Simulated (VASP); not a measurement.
# Hf4N2O (P-3m1) in VASP: a series of runs

The runs below take Hf4N2O through relaxation of cell and atoms, single point, with PBE.

All numbers are computed with VASP 6.6.1; they aren't measurements. Logs are shortened: lines on timing, memory, paths and dates and some standing lists are left out, and cuts for length are marked.

### Step 1. The cell of the first run

Symmetry: P-3m1, No. 164, trigonal system. The conventional cell has a = 3.280 Å, b = 3.280 Å, c = 11.050 Å, α = 90.00°, β = 90.00°, γ = 120.00°. Hf (site symmetry 3m) has 3 N at 2.34 Å and 3 O at 2.34 Å within 3.1 Å. Within 3.1 Å of Hf (site symmetry 3m) lie 3 N at 2.34 Å. N (site symmetry 3m) has 6 Hf at 2.34 Å and 1 O at 2.76 Å within 3.1 Å. O (site symmetry -3m) has 6 Hf at 2.34 Å and 2 N at 2.76 Å within 3.1 Å.

### Step 2. Relaxation of cell and atoms, PBE (with an interstitial atom)

INCAR

```
SYSTEM = Hf4N2O
PREC = Accurate ; ENCUT = 600
EDIFF = 1E-6 ; ISMEAR = 0
SIGMA = 0.2 ; LREAL = .FALSE.
LASPH = .TRUE. ; NELM = 60
ALGO = Normal ; ISIF = 3
LWAVE = .FALSE. ; LCHARG = .FALSE.
GGA = PE ; IBRION = 2
NSW = 36 ; EDIFFG = -0.08
```

KPOINTS

```
regular mesh
0
G
  6 6 2
  0 0 0
```

POSCAR

```
Hf4N2O
1.0
    3.2800000000      0.0000000000      0.0000000000
   -1.6400000000      2.8405633200      0.0000000000
    0.0000000000      0.0000000000     11.0500000000
Hf N O
4 2 1
Direct
    0.6666666700      0.3333333300      0.8750000000
    0.6666666700      0.3333333300      0.3750000000
    0.3333333300      0.6666666700      0.1250000000
    0.3333333300      0.6666666700      0.6250000000
    0.0000000000      0.0000000000      0.7500000000
    0.0000000000      0.0000000000      0.2500000000
    0.0000000000      0.0000000000      0.0000000000
```

Potentials or basis: VASP PAW PBE potentials, release 64 (Hf_pv, N, O).

Command:

```sh
cat potpaw_PBE.64/Hf_pv/POTCAR potpaw_PBE.64/N/POTCAR potpaw_PBE.64/O/POTCAR > POTCAR
mpirun -np 1 vasp_std > vasp.out
```

OUTCAR:

```text
SYSTEM = Hf4N2O
   PREC = Accurate
   ENCUT = 600
   EDIFF = 1E-6
   ISMEAR = 0
   LREAL = .FALSE.
   LASPH = .TRUE.
   NELM = 60
   ISIF = 3
   GGA = PE
   IBRION = 2
   NSW = 36
   EDIFFG = -0.08

 ion  position               nearest neighbor table
   1  0.667  0.333  0.875-   5 2.34   7 2.34   5 2.34   7 2.34   5 2.34   7 2.34   3 3.35   4 3.35
                             3 3.35   4 3.35   3 3.35   4 3.35
   2  0.667  0.333  0.375-   6 2.34   6 2.34   6 2.34   4 3.35   3 3.35   4 3.35   3 3.35   3 3.35
                             4 3.35
   3  0.333  0.667  0.125-   6 2.34   7 2.34   6 2.34   7 2.34   6 2.34   7 2.34   1 3.35   2 3.35
                             1 3.35   2 3.35   1 3.35   2 3.35
   4  0.333  0.667  0.625-   5 2.34   5 2.34   5 2.34   1 3.35   2 3.35   1 3.35   2 3.35   1 3.35
                             2 3.35
   5  0.000  0.000  0.750-   1 2.34   4 2.34   4 2.34   1 2.34   1 2.34   4 2.34
   6  0.000  0.000  0.250-   2 2.34   3 2.34   3 2.34   2 2.34   2 2.34   3 2.34
   7  0.000  0.000  0.000-   1 2.34   3 2.34   3 2.34   1 2.34   1 2.34   3 2.34

  LATTYP: Found a hexagonal cell.
 ALAT       =     3.2800000000
 C/A-ratio  =     3.3689024390

  Lattice vectors:

 A1 = (   3.2800000000,   0.0000000000,   0.0000000000)
 A2 = (  -1.6400000000,   2.8405633200,   0.0000000000)
 A3 = (   0.0000000000,   0.0000000000,  11.0500000000)

Analysis of symmetry for initial positions (statically):
=====================================================================
 Subroutine PRICEL returns:
 Original cell was already a primitive cell.

 Routine SETGRP: Setting up the symmetry group for a
 hexagonal supercell.

 Subroutine GETGRP returns: Found 12 space group operations
 (whereof 12 operations were pure point group operations)
 out of a pool of 24 trial point group operations.

The static configuration has the point symmetry D_3d.

Analysis of symmetry for dynamics (positions and initial velocities):
=====================================================================
 Subroutine PRICEL returns:
 Original cell was already a primitive cell.

 Routine SETGRP: Setting up the symmetry group for a
 hexagonal supercell.

 Subroutine GETGRP returns: Found 12 space group operations
 (whereof 12 operations were pure point group operations)
 out of a pool of 24 trial point group operations.

The dynamic configuration has the point symmetry D_3d.

 Subroutine INISYM returns: Found 12 space group operations
 (whereof 12 operations are pure point group operations),
[... 98 lines left out ...]
   NSW    =     36    number of steps for IOM
   IBRION =      2    ionic relax: 0-MD 1-quasi-New 2-CG
   NFREE  =      1    steps in history (QN), initial steepest desc. (CG)
   ISIF   =      3    stress and relaxation
   ISYM   =      2    0-nonsym 1-usesym 2-fastsym
   POTIM  = 0.5000    time-step for ionic-motion
   TEBEG  =    0.0;   TEEND  =   0.0 temperature during run
   PSTRESS=    0.0 pullay stress
   NELECT =      56.0000    total number of electrons
   NUPDOWN=      -1.0000    fix difference up-down
   EMIN   =  10.00;   EMAX   =-10.00  energy-range for DOS
   EFERMI =   0.00;   METHOD = LEGACY
   ISMEAR =     0;   SIGMA  =   0.20  broadening in eV -4-tet -1-fermi 0-gaus
   EFERMI_NEDOS =   21; number of points for ismear=-14 and -15
   IALGO  =     38    algorithm
   IMIX   =      4    mixing-type and parameters
     AMIX     =   0.40;   BMIX     =  1.00
     AMIX_MAG =   1.60;   BMIX_MAG =  1.00
  volume/ion in A,a.u.               =      14.71        99.25
  Fermi-wavevector in a.u.,A,eV,Ry     =   1.336362  2.525357 24.298131  1.785862
  Thomas-Fermi vector in A             =   2.464994
   LORBIT       =      0    0 simple, 1 ext, 2 COOP (PROOUT), +10 PAW based schemes
   GGA     = PE    functional components
   LHFCALC =     F    Hartree Fock is set to
   AEXX    =    0.0000 exact exchange contribution
   IVDW    =     0    specifies the selected vdW correction
   LEPSILON=     F    determine dielectric tensor
   LRPA    =     F    only Hartree local field effects (RPA)
 conjugate gradient relaxation of ions
 non-spin polarized calculation
 Gauss-broadening in eV      SIGMA  =   0.20
  energy-cutoff  :      600.00
  volume of cell :      102.95
 maximum number of plane-waves:      3501
 NGX is ok and might be reduce to    28
   NGX = 13   NGY = 13   NGZ = 45

--------------------------------------- Ionic step        1  -------------------------------------------

 number of electron      55.9999998 magnetization

 Free energy of the ion-electron system (eV)
  ---------------------------------------------------
  ext. energy  EPLUGINS =         0.00000000
  ---------------------------------------------------
  free energy    TOTEN  =       -72.50042506 eV

  energy without entropy =      -72.43094898  energy(sigma->0) =      -72.46568702

------------------------ aborting loop because EDIFF is reached ----------------------------------------

  FORCE on cell =-STRESS in cart. coord.  units (eV):
  Direction    XX          YY          ZZ          XY          YZ          ZX
  --------------------------------------------------------------------------------------
  -------------------------------------------------------------------------------------
  Total      -10.6820328    -10.6820327    -10.4803408     -0.0000000      0.0000000      0.0000000
  in kB     -166.2355450   -166.2355444   -163.0967819     -0.0000000      0.0000000      0.0000000
  external PRESSURE =    -165.1892904 kB  Pullay stress =       0.0000000 kB
[... 104 lines left out ...]
  FREE ENERGIE OF THE ION-ELECTRON SYSTEM (eV)
  ---------------------------------------------------
  free  energy   TOTEN  =       -73.1084319067 eV

  energy  without entropy=      -73.0436695169  energy(sigma->0) =      -73.07605071

[... ionic steps 4 to 8 ...]

--------------------------------------- Ionic step        9  -------------------------------------------

 number of electron      56.0000002 magnetization

------------------------ aborting loop because EDIFF is reached ----------------------------------------
[... 77 lines left out ...]
--------------------------------------- Ionic step       11  -------------------------------------------

 number of electron      56.0000003 magnetization

 Free energy of the ion-electron system (eV)
  ---------------------------------------------------
  ext. energy  EPLUGINS =         0.00000000
  ---------------------------------------------------
  free energy    TOTEN  =       -73.24670078 eV

  energy without entropy =      -73.17510892  energy(sigma->0) =      -73.21090485

 E-fermi :   6.9329     XC(G=0): -12.2604

 val. band max:        6.8915228824   @ k =   0.3333   0.0000   0.5000
 cond. band min:       7.0581818532   @ k =   0.1667   0.1667   0.5000
 fundamental gap:      0.1666589708
 Fermi energy:         6.9328867016

 k-point     1 :       0.0000    0.0000    0.0000
  band No.  band energies     occupation
      1     -24.9238      2.00000
      2     -24.6290      2.00000
      3     -24.1325      2.00000
      4     -24.1325      2.00000
      5     -24.1185      2.00000
      6     -24.1185      2.00000
[... 527 lines left out ...]
  FREE ENERGIE OF THE ION-ELECTRON SYSTEM (eV)
  ---------------------------------------------------
  free  energy   TOTEN  =       -73.2467007816 eV

  energy  without entropy=      -73.1751089245  energy(sigma->0) =      -73.21090485

 reached required accuracy - stopping structural energy minimisation
```

OSZICAR:

```text
N       E                     dE             d eps       ncg     rms          rms(c)
DAV:   1     0.307888576296E+03    0.30789E+03   -0.33924E+04   924   0.185E+03
DAV:   2    -0.585625964220E+02   -0.36645E+03   -0.36053E+03  1162   0.430E+02
DAV:   3    -0.811155554646E+02   -0.22553E+02   -0.22326E+02  1184   0.801E+01
[... 118 lines left out ...]
DAV:   3    -0.732467255118E+02    0.27633E-04   -0.64626E-04  1203   0.933E-02    0.106E-01
DAV:   4    -0.732467039076E+02    0.21604E-04   -0.12072E-04  1164   0.384E-02    0.584E-02
DAV:   5    -0.732467027673E+02    0.11403E-05   -0.27944E-05  1245   0.282E-02    0.195E-02
DAV:   6    -0.732467008988E+02    0.18685E-05   -0.14688E-05  1058   0.157E-02    0.104E-02
DAV:   7    -0.732467007816E+02    0.11722E-06   -0.66536E-07   557   0.498E-03
  11 F= -.73246701E+02 E0= -.73210905E+02  d E =-.638943E-03
```

It took 4.7 min on 1 thread of Intel Xeon 6975P-C (Granite Rapids), shared host; peak memory 0.3 GiB.

What came out:

```yaml
Free_energy: -73.2467 eV
Relaxed_volume: 13.37 Å³/atom
Relaxed_cell: a = 3.171 Å, b = 3.171 Å, c = 10.748 Å, α = 90.00°, β = 90.00°, γ = 120.00°
Space_group_after_relaxing_to_0.1_Å: P-3m1 (No. 164)
Energy_gained_by_relaxing: 106.6 meV/atom
Ionic_steps: 11
Pressure_after_relaxing: 0.1 GPa
Largest_force_after_relaxing: 0.044 eV/Å
Band_gap_on_the_k_mesh: zero (bands 28 and 29 overlap by 0.77 eV)
```

Forces in eV/Å, atoms in the order of the input:
```
Hf   0.000  0.000 -0.044
Hf   0.000  0.000 -0.024
Hf   0.000  0.000  0.044
Hf   0.000  0.000  0.024
N    0.000  0.000 -0.011
N    0.000  0.000  0.011
O    0.000  0.000  0.000
```

Step by step:
```
step  energy change (eV)  largest force (eV/Å)  pressure (GPa)  volume (Å³)
   1              0.0000                1.6756          -16.52       102.95
   2              0.6663                1.8174           39.75        81.97
   3             -0.6080                1.1475            0.47        93.56
   4             -0.6090                1.1167            1.21        93.25
   5             -0.6957                0.4910            0.79        93.50
   6             -0.7011                0.6188            0.76        93.57
   7             -0.7288                0.3255           -1.65        94.46
   8             -0.7303                0.2427           -2.34        94.73
   9             -0.7454                0.0927           -0.19        93.70
  10             -0.7456                0.0952            0.10        93.57
  11             -0.7463                0.0437            0.11        93.60
```

Final structure:
```xyz
7
Lattice="3.1711 0.0000 0.0000 -1.5855 2.7462 0.0000 0.0000 0.0000 10.7478" Properties=species:S:1:pos:R:3 pbc="T T T"
Hf    1.5855    0.9154    9.2847
Hf    1.5855    0.9154    4.0862
Hf    0.0000    1.8308    1.4631
Hf    0.0000    1.8308    6.6617
N     0.0000    0.0000    7.9916
N     0.0000    0.0000    2.7563
O     3.1711    0.0000    0.0000
```

Caveat: the k points lie up to 0.38 Å⁻¹ apart in the final cell, too coarse for converged energies and pressures of a metal; the cell differs from its parent crystal (with an interstitial atom); spin-orbit coupling is left out, which moves the levels of the heavy elements; the relaxation stopped at a loose force limit of 0.08 eV/Å, so its end isn't a converged minimum.

### Step 3. Single point, PBE (with an interstitial atom)

INCAR

```
PREC = Accurate
ENCUT = 520
EDIFF = 1E-6
ISMEAR = 0
SIGMA = 0.1
LREAL = False
LASPH = True
NELM = 60
ALGO = Normal
ISIF = 2
LWAVE = False
LCHARG = True
GGA = PE
LELF = True
LVHAR = True
NBANDS = 37
```

KPOINTS

```
regular mesh
0
Gamma
  12 12 4
```

POSCAR

```
Hf4N2O
1.0
    3.1787819358      0.0000000000      0.0000000000
   -1.5893909679      2.7529059094      0.0000000000
    0.0000000000      0.0000000000     10.7958158783
Hf N O
4 2 1
Direct
    0.6666666667      0.3333333333      0.8628952479
    0.6666666667      0.3333333333      0.3809751707
    0.3333333333      0.6666666667      0.1371047521
    0.3333333333      0.6666666667      0.6190248293
    0.0000000000      0.0000000000      0.7425833449
    0.0000000000      0.0000000000      0.2574166551
    0.0000000000      0.0000000000      0.0000000000
```

Potentials or basis: VASP PAW PBE potentials, release 64 (Hf_pv, N, O).

Command:

```sh
cat potpaw_PBE.64/Hf_pv/POTCAR potpaw_PBE.64/N/POTCAR potpaw_PBE.64/O/POTCAR > POTCAR
mpirun -np 1 vasp_std > vasp.out
```

Wall time 2.1 min (1 thread of Intel Xeon 6975P-C (Granite Rapids), shared host); peak memory 0.33 GiB.

The run converged. Its results:

- Free energy: -73.1863 eV
- Pressure: -1.8 GPa
- Largest force: 0.101 eV/Å
- Band gap on the k mesh: zero (bands 28 and 29 overlap by 0.76 eV)

Forces on the atoms (eV/Å):
```
Hf   0.000  0.000  0.006
Hf   0.000  0.000 -0.101
Hf   0.000  0.000 -0.006
Hf   0.000  0.000  0.101
N    0.000  0.000  0.000
N    0.000  0.000  0.000
O    0.000  0.000  0.000
```

Levels at points of the mesh, in eV from the Fermi level:
```tsv
k point	band 24	band 25	band 26	band 27	band 28	band 29	band 30	band 31	band 32	band 33
(0.00, 0.00, 0.00)	-4.43	-3.04	-0.57	-0.25	0.41	0.97	0.97	1.32	1.32	1.46
(0.50, 0.00, 0.00)	-4.51	-2.75	-1.50	-0.87	-0.25	0.21	2.10	2.56	3.07	3.40
(0.00, 0.00, 0.50)	-4.47	-2.40	-1.30	-0.24	0.48	0.76	0.76	1.64	1.72	1.72
(0.50, 0.00, 0.50)	-4.43	-2.38	-2.02	-0.77	-0.29	0.69	1.37	3.09	3.11	3.18
```

Caveat: the cell differs from its parent crystal (with an interstitial atom); spin-orbit coupling is left out, which moves the levels of the heavy elements.

(Part 1 of 2 ends here.)

The gap in the log of VASP goes by the Fermi energy; the results here count the filled bands.